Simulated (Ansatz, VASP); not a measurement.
# One calculation of Si3As2, two programs

File INCAR:

```
SYSTEM = Si3As2
PREC = Accurate
ENCUT = 500
EDIFF = 1E-7
ISMEAR = 0
SIGMA = 0.2
LREAL = .FALSE.
LASPH = .TRUE.
NELM = 120
ALGO = Normal
ISIF = 3
LWAVE = .FALSE.
LCHARG = .FALSE.
GGA = PE
IBRION = 2
NSW = 36
EDIFFG = -0.08
GGA_COMPAT = .FALSE.
NELMIN = 4
```

File KPOINTS:

```
Automatic mesh
0
G
  4 4 3
  0 0 0
```

The input POSCAR:

```
Si3As2
1.0
    4.2959381500      0.0000000000      0.0000000000
   -2.1479690700      3.7203915700      0.0000000000
    0.0000000000      0.0000000000      5.3284418500
Si As
3 2
Direct
    0.6666666700      0.3333333300      0.2422697800
    0.6666666700      0.3333333300      0.7577302200
    0.0000000000      0.0000000000      0.5000000000
    0.0000000000      0.0000000000      0.0000000000
    0.3333333300      0.6666666700      0.5000000000
```

Input for Ansatz:

```yaml
crystal:
  lattice:
    - [4.29593815, 0.0, 0.0]
    - [-2.14796907, 3.72039157, 0.0]
    - [0.0, 0.0, 5.32844185]
  atoms:
    - { symbol: Si, position: [0.66666667, 0.33333333, 0.24226978] }
    - { symbol: Si, position: [0.66666667, 0.33333333, 0.75773022] }
    - { symbol: Si, position: [0.0, 0.0, 0.5] }
    - { symbol: As, position: [0.0, 0.0, 0.0] }
    - { symbol: As, position: [0.33333333, 0.66666667, 0.5] }
basis:
  ecutwfc: 420
kpoints:
  mp_grid: { grid: [4, 4, 3] }
hamiltonian:
  xc: pbe
scf:
  occupations: { method: gaussian, width: 0.2 }
  lower_state_search: "off"
output:
  forces: true
  stress: true
  eigenvalues: true
relax:
  adjacent_minimum: "off"
  f_tol: 0.08
  max_steps: 16
  cell: { stress_tol: 0.8 }
```

Change from the starting cell: species swapped into the Co3Ge2 type (P-6m2, No. 187).

Alike in both runs: task relaxation of cell and atoms; functional PBE; k mesh 4 × 4 × 3; occupations gaussian, width 0.2 eV; no spin polarisation.

|  | VASP | Ansatz |
| --- | --- | --- |
| version | VASP 6.6.1 | Ansatz 0.2.0 |
| potentials or method | VASP PAW PBE potentials, release 64 (Si, As), cutoff 500 eV | scalar-relativistic, plane waves, PAW |
| valence electrons in the cell | 22 | 42 |

VASP gave:

- gap on the k mesh at the Fermi level, each at its own relaxed structure (eV): none
- relaxed volume (Å³/atom): 18.65
- relaxed length of the cell vector where the two differ most in proportion (Å): 4.466

Which values does Ansatz return?

gap on the k mesh at the Fermi level, each at its own relaxed structure (eV): none; relaxed volume (Å³/atom): 18.52; relaxed length of the cell vector where the two differ most in proportion (Å): 4.454.

A gap of «none» marks a metal or a gap that the smearing closes. VASP's potentials hold 22 valence electrons a cell and Ansatz's 42, so a difference there can come from the potentials and not from the codes.

The k mesh is coarse, so the values compare programs but aren't converged.
